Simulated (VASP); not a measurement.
Here is a VASP 6.6.1 calculation.

POSCAR

```
KI
1.0
    4.8413792556      0.0000000000      0.0000000000
   -2.4206896278      4.1927574247      0.0000000000
    0.0000000000      0.0000000000      8.4947532443
K I
2 2
Direct
    0.0000000000      0.0000000000      0.0000000000
    0.0000000000      0.0000000000      0.5000000000
    0.3333333333      0.6666666667      0.2500000000
    0.6666666667      0.3333333333      0.7500000000
```

File INCAR.step1:

```
SYSTEM = KI
PREC = Accurate ; ENCUT = 520
ISMEAR = -1 ; SIGMA = 0.03
LREAL = .False. ; LASPH = .True.
NELM = 100 ; NBANDS = 24
GGA = PE ; ALGO = Normal
EDIFF = 1E-4 ; LWAVE = .True.
LCHARG = .False.
```

File INCAR.step2:

```
SYSTEM = KI
PREC = Accurate ; ENCUT = 520
EDIFF = 1E-6 ; ISMEAR = -1
SIGMA = 0.03 ; LREAL = .False.
LASPH = .True. ; NELM = 100
ALGO = Normal ; ISIF = 2
LWAVE = .False. ; LCHARG = .True.
METAGGA = R2SCAN ; LMIXTAU = .True.
LUSE_VDW = .True. ; IVDW_NL = 2
BPARAM = 11.95 ; CPARAM = 0.0093
LELF = .True. ; LVHAR = .True.
NBANDS = 24 ; ISTART = 1
```

File KPOINTS:

```
regular mesh
0
Gamma
  6 6 4
  0 0 0
```

Potentials or basis: VASP PAW PBE potentials, release 64 (K_sv, I).

Launch:

```console
$ cat potpaw_PBE.64/K_sv/POTCAR potpaw_PBE.64/I/POTCAR > POTCAR
$ cp INCAR.step1 INCAR
$ mpirun -np 1 vasp_std > vasp.out
$ cp INCAR.step2 INCAR
$ mpirun -np 1 vasp_std > vasp.out
```

Task: What does it give for the band gap on the k mesh?

Result: 4.48 eV, direct.

Task: Predict the pressure.

Result: 0.0 GPa.

Caveat: the PAW data sets were made with another functional, which shifts forces and pressure a little; spin-orbit coupling is left out, which moves the levels of the heavy elements. A k mesh can miss the band edges.
